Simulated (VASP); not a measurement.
Wanted: the native input for a VASP 6.6.1 run.

| Item | Value |
| --- | --- |
| Task | single point |
| Functional | PBE |
| Potentials or basis | VASP PAW PBE potentials, release 64 (Sn_d, O) |
| Cutoff | 520 eV |
| k mesh | 10 × 10 × 8 |
| Occupations | gaussian, width 0.05 eV |
| Spin | no spin polarisation |
| Dipole correction | no |
| Further INCAR settings | ALGO = Normal; EDIFF = 1e-06; NBANDS = 28 |

The structure of SnO lies in POSCAR:

```
SnO
1.0
    4.0219683724      0.0000000000      0.0000000000
    0.0000000000      4.0219683724      0.0000000000
    0.0000000000      0.0000000000      5.0679375214
Sn O
2 2
Direct
    0.0000000000      0.5000000000      0.2286909982
    0.5000000000      0.0000000000      0.7713090018
    0.0000000000      0.0000000000      0.0000000000
    0.5000000000      0.5000000000      0.0000000000
```

These files were run (other wordings do the same):

INCAR

```
  PREC = Accurate
  ENCUT = 520
  EDIFF = 1E-6
  ISMEAR = 0
  SIGMA = 0.05
  LREAL = False
  LASPH = True
  NELM = 100
  ALGO = Normal
  ISIF = 2
  LWAVE = False
  LCHARG = False
  GGA = PE
  NBANDS = 28
```

KPOINTS

```
regular mesh
0
Gamma
  10 10 8
```

Potentials or basis: VASP PAW PBE potentials, release 64 (Sn_d, O).

Launch:

```sh
$ cat potpaw_PBE.64/Sn_d/POTCAR potpaw_PBE.64/O/POTCAR > POTCAR
$ mpirun -np 1 vasp_std > vasp.out
```

Results of the run:

The pressure is -5.6 GPa, the largest force is 0.665 eV/Å and the band gap on the k mesh is 0.84 eV, indirect (least direct gap 1.87 eV).

Caveat: spin-orbit coupling is left out, which moves the levels of the heavy elements.

Wall time 2.2 min on 1 thread of AMD EPYC 7R13 Processor (Zen 3) (shared host), peak memory 0.28 GiB.
